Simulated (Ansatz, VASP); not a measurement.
Lu in VASP and in Ansatz

File INCAR:

```
ALGO = Normal ; EDIFF = 1E-7
ENCUT = 520 ; GGA = PE
ISIF = 2 ; ISMEAR = -1
LASPH = T ; LCHARG = F
LREAL = F ; LWAVE = F
NBANDS = 32 ; NELM = 80
PREC = Accurate ; SIGMA = 0.2
```

KPOINTS

```
k-points
0
Gamma
  10 10 6
```

POSCAR

```
Lu
1.0
    3.5070808964      0.0000000000      0.0000000000
   -1.7535404482      3.0372211494      0.0000000000
    0.0000000000      0.0000000000      5.4772888711
Lu
2
Direct
    0.3333333333      0.6666666667      0.2500000000
    0.6666666667      0.3333333333      0.7500000000
```

Input for Ansatz:

```yaml
crystal:
  lattice:
    - [3.5070808964, 0.0, 0.0]
    - [-1.7535404482, 3.0372211494, 0.0]
    - [0.0, 0.0, 5.4772888711]
  atoms:
    - { symbol: Lu, position: [0.3333333333, 0.6666666667, 0.25] }
    - { symbol: Lu, position: [0.6666666667, 0.3333333333, 0.75] }
hamiltonian:
  xc: pbe
  pseudopotentials:
    kind: paw
    azcp:
      Lu: "pseudopotentials/Lu.paw.azcp"
basis:
  ecutwfc: 420
  fft_grid_basis: typed
kpoints:
  mp_grid: { grid: [10, 10, 6], shift: [0, 0, 0] }
magnetization:
  spin_polarized: false
scf:
  occupations: { method: fermi_dirac, width: 0.2 }
  lower_state_search: "off"
output:
  stress: true
```

Alike in both runs: task single point; functional PBE; k mesh 10 × 10 × 6; occupations fermi-dirac, width 0.2 eV; no spin polarisation.

|  | VASP | Ansatz |
| --- | --- | --- |
| version | VASP 6.6.1 | Ansatz 0.2.0 |
| potentials or method | VASP PAW PBE potentials, release 64 (Lu), cutoff 520 eV | plane waves (420 eV) with PAW, scalar-relativistic |
| valence electrons in the cell | 50 | 50 |

VASP gave:

- pressure (GPa): 0.5
- traceless stress, the component that is largest in VASP (GPa): 0.39

**Question.** What did Ansatz give for the same quantities?

**Answer.** Pressure (GPa): 0.4; traceless stress, the component that is largest in VASP (GPa): 0.38.

Spin-orbit coupling is off throughout.
